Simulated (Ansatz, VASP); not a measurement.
Ru: VASP beside Ansatz

```
Ru
1.0
     2.67522    0.00000    0.00000
     0.00000    4.22445    0.00000
     0.00000    0.00000   16.77230
Ru
2
Direct
  0.75000 0.75000 0.47930
  0.25000 0.25000 0.52070
```

Alike in both runs: functional LDA; k mesh 14 × 9 × 1; occupations fermi-dirac, width 0.1 eV; no spin polarisation.

Ansatz relaxed the structure, and its values are those at the end. VASP's run is a single point on that final structure, the one shown.

|  | VASP | Ansatz |
| --- | --- | --- |
| version | VASP 6.6.1 | Ansatz 0.2.0 |
| potentials or method | VASP PAW LDA potentials, release 64 (Ru_pv), cutoff 520 eV | all-electron LAPW, scalar-relativistic |

VASP gave:

* rms of the force components (eV/Å): 0.011

Problem. Which values does Ansatz return?

Solution. rms of the force components (eV/Å): 0.000.

LDA's correlation is that of Perdew and Zunger in VASP and of Perdew and Wang (1992) in Ansatz. Ansatz ran all-electron here, and VASP with PAW potentials.
